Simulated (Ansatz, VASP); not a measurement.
# One calculation of NbH2, two programs

```xyz
6
Lattice="2.1711 2.1711 0.0000 -2.1711 2.1711 0.0000 0.0000 0.0000 4.3422" Properties=species:S:1:pos:R:3 pbc="T T T"
Nb    0.0000    0.0000    0.0000
Nb    0.0000    2.1711    2.1711
H    -1.0855    1.0855    3.2566
H     1.0855    1.0855    3.2566
H     1.0855    1.0855    1.0855
H    -1.0855    1.0855    1.0855
```

Change from the starting cell: equal strain along all axes, cell held, atoms relaxed: -4.5 %.

Alike in both runs: task single point; functional r2SCAN; k mesh 12 × 12 × 8; occupations gaussian, width 0.1 eV; no spin polarisation.

```csv
,VASP,Ansatz
version,VASP 6.6.1,Ansatz 0.2.0
potentials or method,"VASP PAW PBE potentials, release 64 (Nb_sv, H), cutoff 520 eV","scalar-relativistic, plane waves, PAW"
valence electrons in the cell,30,30
```

VASP gave:

| Item | Value |
| --- | --- |
| gap on the k mesh at the Fermi level (eV) | none |
| pressure (GPa) | 33.7 |

**Question.** Which values does Ansatz return?

**Answer.** gap on the k mesh at the Fermi level (eV): none; pressure (GPa): 34.1.

VASP's potentials were made for PBE, not for r2SCAN. A gap of «none» marks a metal or a gap that the smearing closes. Both programs put the cell under a high pressure, so it lies far from rest at this level. The functional is the same, so the differences come from potentials, cutoffs and numerics.
